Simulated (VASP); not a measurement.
Cr: single point with PBE+D4

Cr:

```
CELL_PARAMETERS angstrom
-1.41243 1.41243 1.41243
1.41243 -1.41243 1.41243
1.41243 1.41243 -1.41243
ATOMIC_POSITIONS crystal
Cr 0.00000 0.00000 0.00000
```

```
Program             : VASP 6.6.1
Task                : single point
Functional          : PBE
Dispersion          : D4
Potentials or basis : VASP PAW PBE potentials, release 64 (Cr_pv)
Cutoff              : 520 eV
k mesh              : 12 × 12 × 12
Occupations         : fermi-dirac, width 0.05 eV
Spin                : collinear spin, ferromagnetic start
Starting moments    : [3.0] μB
```

```
Pressure                                              : -0.4 GPa
Band gap on the k mesh                                : zero (filled and empty bands overlap)
Net moment                                            : 0.00 μB per cell
Valence electrons inside the program's atomic spheres : Cr 11.12
Dispersion energy per atom                            : -0.459 eV
```

Levels at points of the mesh, in eV from the Fermi level:
Spin up:
```
           k point  band 3  band 4  band 5  band 6  band 7  band 8  band 9  band 10
(0.00, 0.00, 0.00)  -42.66   -7.94   -0.92   -0.92   -0.92    1.20    1.20     7.16
(0.50, 0.00, 0.00)  -42.67   -4.54   -2.52    1.19    1.21    1.56    2.96     7.16
(0.50, 0.50, 0.50)  -43.34   -4.45   -4.45    2.56    2.56    2.56    7.16    10.84
```
Spin down:
```tsv
k point	band 2	band 3	band 4	band 5	band 6	band 7	band 8	band 9	band 10	band 11
(0.00, 0.00, 0.00)	-42.66	-42.66	-7.94	-0.92	-0.92	-0.92	1.20	1.20	7.16	22.50
(0.50, 0.00, 0.00)	-42.97	-42.67	-4.54	-2.52	1.19	1.21	1.56	2.96	7.16	10.24
(0.50, 0.50, 0.50)	-43.34	-43.34	-4.45	-4.45	2.56	2.56	2.56	7.16	10.84	10.84
```

Wall time 18 s on 1 thread of Intel Xeon 6975P-C, with other jobs on the host, peak memory 0.14 GiB.

Caveat: the starting moments collapsed, and a magnetic state may lie lower; pairwise dispersion overbinds metals, which lowers pressure and volume.
